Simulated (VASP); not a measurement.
Input of a VASP 6.6.1 run:

File INCAR:

```
PREC = Accurate ; ENCUT = 600
EDIFF = 1E-6 ; ISMEAR = -1
SIGMA = 0.1 ; LREAL = False
LASPH = True ; NELM = 60
ALGO = Normal ; ISIF = 3
LWAVE = False ; LCHARG = False
GGA = PS ; IBRION = 2
NSW = 100 ; EDIFFG = -0.002
```

Contents of KPOINTS:

```
Automatic mesh
0
Gamma
  10 10 10
```

POSCAR

```
BeTe
1.0
    0.0000000000      2.7700000000      2.7700000000
    2.7700000000      0.0000000000      2.7700000000
    2.7700000000      2.7700000000      0.0000000000
Be Te
1 1
Direct
    0.0000000000      0.0000000000      0.0000000000
    0.7500000000      0.7500000000      0.7500000000
```

Potentials or basis: VASP PAW PBE potentials, release 64 (Be, Te).

Run with:

```console
$ cat potpaw_PBE.64/Be/POTCAR potpaw_PBE.64/Te/POTCAR > POTCAR
$ mpirun -np 1 vasp_std > vasp.out
```

Task: What does it give for the relaxed volume?

Result: 22.09 Å³/atom.

Task: What does it give for the relaxed cell?

Result: a = 3.968 Å, b = 3.968 Å, c = 3.968 Å, α = 60.00°, β = 60.00°, γ = 60.00°.

Task: Predict the space group after relaxing (to 0.05 Å).

Result: F-43m (No. 216).

Task: Predict the band gap on the k mesh.

Result: 1.83 eV, indirect (least direct gap 3.59 eV).

The path:
| step | energy change (eV) | largest force (eV/Å) | pressure (GPa) | volume (Å³) |
| --- | --- | --- | --- | --- |
| 1 | 0.0000 | 0.0000 | 2.53 | 42.51 |
| 2 | -0.0121 | 0.0000 | -0.55 | 44.61 |
| 3 | -0.0129 | 0.0000 | 0.00 | 44.19 |

Caveat: the PAW data sets were made with another functional, which shifts forces and pressure a little; spin-orbit coupling is left out, which moves the levels of the heavy elements. Zero-point motion and thermal expansion aren't in these numbers.
